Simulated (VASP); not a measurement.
Set up this calculation in VASP 6.6.1, as the native input.

| Item | Value |
| --- | --- |
| Task | relaxation of cell and atoms |
| Functional | PBE |
| Potentials or basis | VASP PAW PBE potentials, release 64 (Ta_pv, N) |
| Cutoff | 600 eV |
| k mesh | 16 × 16 × 16 |
| Occupations | gaussian, width 0.1 eV |
| Spin | no spin polarisation |
| Dipole correction | no |
| Further INCAR settings | ALGO = Normal; EDIFF = 1e-06; IBRION = 2; EDIFFG = -0.005; NSW = 100; ISIF = 3 |

The structure of TaN lies in POSCAR:

```
TaN
1.0
    0.0000000000      2.2090701135      2.2090701135
    2.2090701135      0.0000000000      2.2090701135
    2.2090701135      2.2090701135      0.0000000000
Ta N
1 1
Direct
    0.5000000000      0.5000000000      0.5000000000
    0.0000000000      0.0000000000      0.0000000000
```

The input as run:

INCAR

```
  PREC = Accurate
  ENCUT = 600
  EDIFF = 1E-6
  ISMEAR = 0
  SIGMA = 0.1
  LREAL = False
  LASPH = True
  NELM = 80
  ALGO = Normal
  ISIF = 3
  LWAVE = False
  LCHARG = False
  GGA = PE
  IBRION = 2
  NSW = 100
  EDIFFG = -0.005
```

KPOINTS

```
Automatic mesh
0
Gamma
  16 16 16
```

Potentials or basis: VASP PAW PBE potentials, release 64 (Ta_pv, N).

Command:

```bash
$ cat potpaw_PBE.64/Ta_pv/POTCAR potpaw_PBE.64/N/POTCAR > POTCAR
$ mpirun -np 1 vasp_std > vasp.out
```

It gave:

* Relaxed volume: 10.79 Å³/atom
* Relaxed cell: a = 3.125 Å, b = 3.125 Å, c = 3.125 Å, α = 60.00°, β = 60.00°, γ = 60.00°
* Space group after relaxing (to 0.05 Å): Fm-3m (No. 225)
* Energy gained by relaxing: 0.0 meV/atom
* Ionic steps: 3
* Pressure after relaxing: 0.0 GPa
* Band gap on the k mesh: zero (band 8 reaches 11.23 eV, above the bottom of band 9 at 7.31 eV)

Caveat: spin-orbit coupling is left out, which moves the levels of the heavy elements.

Run time: 48 s on 1 thread of Intel(R) Xeon(R) Platinum 8488C (Sapphire Rapids), on a shared host, peak memory 0.2 GiB.
